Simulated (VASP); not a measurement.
# SnO2 (Pnnm) in VASP: a series of runs

The runs below take SnO2 through single point, with LDA.

Everything below comes from runs of VASP 6.6.1. Logs are shortened: lines on timing, memory, paths and dates and some standing lists are left out, and cuts for length are marked.

## (1) The cell of the first run

Symmetry: Pnnm, No. 58, orthorhombic system. The conventional cell has a = 4.568 Å, b = 4.569 Å, c = 3.086 Å, α = 90.00°, β = 90.00°, γ = 90.00°. Sn (site symmetry 2/m) has 6 O at 1.92 to 2.09 Å within 2.5 Å. Within 2.5 Å of O (site symmetry m) lie 3 Sn at 1.92 to 2.09 Å and 1 O at 2.29 Å.

## (2) Single point, LDA (atoms shifted along a free coordinate)

Contents of INCAR:

```
PREC = Accurate ; ENCUT = 520
EDIFF = 1E-7 ; ISMEAR = 0
SIGMA = 0.05 ; LREAL = False
LASPH = True ; NELM = 60
ALGO = Normal ; ISIF = 2
LWAVE = False ; LCHARG = False
NBANDS = 35
```

Contents of KPOINTS:

```
Automatic mesh
0
Gamma
  6 6 8
```

Contents of POSCAR:

```
SnO2
1.0
    4.5684689812      0.0000000000      0.0000000000
    0.0000000000      4.5689536805      0.0000000000
    0.0000000000      0.0000000000      3.0863613216
Sn O
2 4
Direct
    0.5000000000      0.5000000000      0.5000000000
    0.0000000000      0.0000000000      0.0000000000
    0.3059920358      0.3407603117      0.0000000000
    0.8059920358      0.1592396883      0.5000000000
    0.1940079642      0.8407603117      0.5000000000
    0.6940079642      0.6592396883      0.0000000000
```

Potentials or basis: VASP PAW LDA potentials, release 64 (Sn_d, O).

Command:

```
$ cat potpaw_LDA.64/Sn_d/POTCAR potpaw_LDA.64/O/POTCAR > POTCAR
$ mpirun -np 1 vasp_std > vasp.out
```

OUTCAR:

```text
PREC = Accurate
   ENCUT = 520
   EDIFF = 1E-7
   ISMEAR = 0
   LREAL = False
   LASPH = True
   NELM = 60
   ISIF = 2

 ion  position               nearest neighbor table
   1  0.500  0.500  0.500-   3 1.92   6 1.92   3 1.92   6 1.92   5 2.09   4 2.09   2 3.58   2 3.58
                             2 3.58   2 3.58   2 3.58   2 3.58   2 3.58   2 3.58
   2  0.000  0.000  0.000-   4 1.92   5 1.92   4 1.92   5 1.92   3 2.09   6 2.09   1 3.58   1 3.58
                             1 3.58   1 3.58   1 3.58   1 3.58   1 3.58   1 3.58
   3  0.306  0.341  0.000-   1 1.92   1 1.92   2 2.09
   4  0.806  0.159  0.500-   2 1.92   2 1.92   1 2.09
   5  0.194  0.841  0.500-   2 1.92   2 1.92   1 2.09
   6  0.694  0.659  0.000-   1 1.92   1 1.92   2 2.09

  LATTYP: Found a simple orthorhombic cell.
 ALAT       =     3.0863613216
 B/A-ratio  =     1.4802119730
 C/A-ratio  =     1.4803690185

  Lattice vectors:

 A1 = (   0.0000000000,   0.0000000000,   3.0863613216)
 A2 = (   4.5684689812,   0.0000000000,   0.0000000000)
 A3 = (   0.0000000000,   4.5689536805,   0.0000000000)

Analysis of symmetry for initial positions (statically):
=====================================================================
 Subroutine PRICEL returns:
 Original cell was already a primitive cell.

 Routine SETGRP: Setting up the symmetry group for a
 simple orthorhombic supercell.

 Subroutine GETGRP returns: Found  8 space group operations
 (whereof  4 operations were pure point group operations)
 out of a pool of  8 trial point group operations.

The static configuration has the point symmetry C_2h.
 The point group associated with its full space group is D_2h.

Analysis of symmetry for dynamics (positions and initial velocities):
=====================================================================
 Subroutine PRICEL returns:
 Original cell was already a primitive cell.

 Routine SETGRP: Setting up the symmetry group for a
 simple orthorhombic supercell.

 Subroutine GETGRP returns: Found  8 space group operations
 (whereof  4 operations were pure point group operations)
 out of a pool of  8 trial point group operations.

The dynamic configuration has the point symmetry C_2h.
 The point group associated with its full space group is D_2h.

 Subroutine INISYM returns: Found  8 space group operations
 (whereof  4 operations are pure point group operations),
 and found     1 'primitive' translations

----------------------------------------------------------------------------------------

[... 105 lines left out ...]
   NFREE  =      0    steps in history (QN), initial steepest desc. (CG)
   ISIF   =      2    stress and relaxation
   ISYM   =      2    0-nonsym 1-usesym 2-fastsym
   POTIM  = 0.5000    time-step for ionic-motion
   TEBEG  =    0.0;   TEEND  =   0.0 temperature during run
   PSTRESS=    0.0 pullay stress
   NELECT =      52.0000    total number of electrons
   NUPDOWN=      -1.0000    fix difference up-down
   EMIN   =  10.00;   EMAX   =-10.00  energy-range for DOS
   EFERMI =   0.00;   METHOD = LEGACY
   ISMEAR =     0;   SIGMA  =   0.05  broadening in eV -4-tet -1-fermi 0-gaus
   EFERMI_NEDOS =   21; number of points for ismear=-14 and -15
   IALGO  =     38    algorithm
   IMIX   =      4    mixing-type and parameters
     AMIX     =   0.40;   BMIX     =  1.00
     AMIX_MAG =   1.60;   BMIX_MAG =  1.00
  volume/ion in A,a.u.               =      10.74        72.46
  Fermi-wavevector in a.u.,A,eV,Ry     =   1.524279  2.880470 31.612148  2.323427
  Thomas-Fermi vector in A             =   2.632608
   LORBIT       =      0    0 simple, 1 ext, 2 COOP (PROOUT), +10 PAW based schemes
   GGA     = CA    functional components
   LHFCALC =     F    Hartree Fock is set to
   AEXX    =    0.0000 exact exchange contribution
   IVDW    =     0    specifies the selected vdW correction
   LEPSILON=     F    determine dielectric tensor
   LRPA    =     F    only Hartree local field effects (RPA)
 non-spin polarized calculation
 Gauss-broadening in eV      SIGMA  =   0.05
  energy-cutoff  :      520.00
  volume of cell :       64.42
 maximum number of plane-waves:      1750
 NGX is ok and might be reduce to    36
   NGX = 17   NGY = 17   NGZ = 11

 number of electron      52.0000030 magnetization

 Free energy of the ion-electron system (eV)
  ---------------------------------------------------
  ext. energy  EPLUGINS =         0.00000000
  ---------------------------------------------------
  free energy    TOTEN  =       -40.71066263 eV

  energy without entropy =      -40.71066263  energy(sigma->0) =      -40.71066263

 E-fermi :   7.3053     XC(G=0): -12.3309

 val. band max:        7.0842469022   @ k =   0.0000   0.0000   0.0000
 cond. band min:       9.7955872857   @ k =   0.0000   0.0000   0.0000
 fundamental gap:      2.7113403835
 Fermi energy:         7.3052926035

 k-point     1 :       0.0000    0.0000    0.0000
  band No.  band energies     occupation
      1     -14.2213      2.00000
      2     -13.7988      2.00000
      3     -12.6357      2.00000
      4     -12.6189      2.00000
      5     -12.5312      2.00000
      6     -12.3418      2.00000
[... 901 lines left out ...]
     34      19.8820      0.00000
     35      20.9552      0.00000

 [... further k-points ...]

------------------------ aborting loop because EDIFF is reached ----------------------------------------

  FORCE on cell =-STRESS in cart. coord.  units (eV):
  Direction    XX          YY          ZZ          XY          YZ          ZX
  --------------------------------------------------------------------------------------
  -------------------------------------------------------------------------------------
  Total       13.0954045     10.0087838     22.0599493      0.0000000      0.0000000      0.0000000
  in kB      325.6831555    248.9187943    548.6316897      0.0000000      0.0000000      0.0000000
  external PRESSURE =     374.4112132 kB  Pullay stress =       0.0000000 kB

 VOLUME and BASIS-vectors are now :
 -----------------------------------------------------------------------------
  energy-cutoff  :      520.00
  volume of cell :       64.42
      direct lattice vectors                 reciprocal lattice vectors
     4.568468981  0.000000000  0.000000000     0.218891713  0.000000000  0.000000000
     0.000000000  4.568953680  0.000000000     0.000000000  0.218868492  0.000000000
     0.000000000  0.000000000  3.086361322     0.000000000  0.000000000  0.324006134

 POSITION                                       TOTAL-FORCE (eV/Angst)
 -----------------------------------------------------------------------------------
      2.28423      2.28448      1.54318         0.000000      0.000000      0.000000
      0.00000      0.00000      0.00000         0.000000      0.000000      0.000000
      1.39792      1.55692      0.00000        -3.193747     -2.793070      0.000000
      3.68215      0.72756      1.54318        -3.193747      2.793070      0.000000
      0.88632      3.84139      1.54318         3.193747     -2.793070      0.000000
      3.17055      3.01204      0.00000         3.193747      2.793070      0.000000
 -----------------------------------------------------------------------------------
    total drift:                                0.000000      0.000000      0.000000

  FREE ENERGIE OF THE ION-ELECTRON SYSTEM (eV)
  ---------------------------------------------------
  free  energy   TOTEN  =       -40.7106626265 eV

  energy  without entropy=      -40.7106626265  energy(sigma->0) =      -40.71066263
```

Run time: 2.5 min. Hardware: 1 thread of Intel Xeon 6975P-C (Granite Rapids), shared host; peak memory 0.25 GiB.

Results:

| Item | Value |
| --- | --- |
| Free energy | -40.7107 eV |
| Pressure | 37.4 GPa |
| Largest force | 4.243 eV/Å |
| Band gap on the k mesh | 2.71 eV |

Forces on the atoms (eV/Å):
```
Sn   0.000  0.000  0.000
Sn   0.000  0.000  0.000
O   -3.194 -2.793  0.000
O   -3.194  2.793  0.000
O    3.194 -2.793  0.000
O    3.194  2.793  0.000
```

Caveat: the cell differs from its parent crystal (atoms shifted along a free coordinate); the cell stands under pressure; spin-orbit coupling is left out, which moves the levels of the heavy elements; forces of over 1 eV/Å act on the atoms, so gaps and moduli don't describe the material at rest.

## (3) Single point, LDA (atoms shifted along a free coordinate)

Contents of INCAR:

```
SYSTEM = SnO2
ALGO = Normal
EDIFF = 1E-6
ENCUT = 520
ISIF = 2
ISMEAR = 0
LASPH = .True.
LCHARG = .True.
LELF = .True.
LREAL = .False.
LVHAR = .True.
LWAVE = .False.
NBANDS = 35
NELM = 60
PREC = Accurate
SIGMA = 0.05
```

Contents of KPOINTS:

```
k-points
0
Gamma
  6 6 8
  0 0 0
```

Contents of POSCAR:

```
SnO2
1.0
    4.5684689812      0.0000000000      0.0000000000
    0.0000000000      4.5689536805      0.0000000000
    0.0000000000      0.0000000000      3.0863613216
Sn O
2 4
Direct
    0.5000000000      0.5000000000      0.5000000000
    0.0000000000      0.0000000000      0.0000000000
    0.3059920358      0.3061675029      0.0000000000
    0.8059920358      0.1938324971      0.5000000000
    0.1940079642      0.8061675029      0.5000000000
    0.6940079642      0.6938324971      0.0000000000
```

Potentials or basis: VASP PAW LDA potentials, release 64 (Sn_d, O).

Command:

```
$ cat potpaw_LDA.64/Sn_d/POTCAR potpaw_LDA.64/O/POTCAR > POTCAR
$ mpirun -np 1 vasp_std > vasp.out
```

Run time: 2.2 min. Hardware: 1 thread of Intel Xeon 6975P-C (Granite Rapids), shared host; peak memory 0.24 GiB.

It converged, with:

- Free energy: -41.6940 eV
- Pressure: 28.7 GPa
- Largest force: 0.415 eV/Å
- Band gap on the k mesh: 2.45 eV

Forces in eV/Å, atoms in the order of the input:
```
Sn   0.000  0.000  0.000
Sn   0.000  0.000  0.000
O   -0.294 -0.293  0.000
O   -0.294  0.293  0.000
O    0.294 -0.293  0.000
O    0.294  0.293  0.000
```

Stress tensor (GPa, compression positive):
```
26.05  0.00  0.00
 0.00 26.05  0.00
 0.00  0.00 34.13
```

Levels at points of the mesh, in eV from the valence-band top:
```
           k point  band 22  band 23  band 24  band 25  band 26  band 27  band 28  band 29  band 30  band 31
(0.00, 0.00, 0.00)    -1.18    -1.18    -0.90    -0.90     0.00     2.45     6.64     6.64     6.88    10.63
(0.50, 0.00, 0.00)    -2.13    -1.16    -1.16    -0.71    -0.71     5.50     5.50     7.42     7.42    11.93
(0.00, 0.50, 0.00)    -2.13    -1.16    -1.16    -0.71    -0.71     5.50     5.50     7.42     7.42    11.92
(0.50, 0.50, 0.00)    -2.26    -1.28    -1.28    -1.02    -1.02     5.93     5.93     8.08     8.08    11.84
(0.00, 0.00, 0.50)    -2.74    -2.01    -2.01    -1.43    -1.43     7.35     7.35    10.26    10.26    11.18
(0.50, 0.00, 0.50)    -1.92    -1.32    -1.32    -0.58    -0.58     7.67     7.67     8.76     8.76    11.72
(0.00, 0.50, 0.50)    -1.92    -1.33    -1.33    -0.58    -0.58     7.66     7.66     8.76     8.76    11.73
(0.50, 0.50, 0.50)    -2.39    -1.09    -1.09    -0.97    -0.97     5.82     5.82     9.12     9.12    11.73
```

Caveat: the cell differs from its parent crystal (atoms shifted along a free coordinate); the cell stands under pressure; spin-orbit coupling is left out, which moves the levels of the heavy elements.

[end of part 1 of 2]
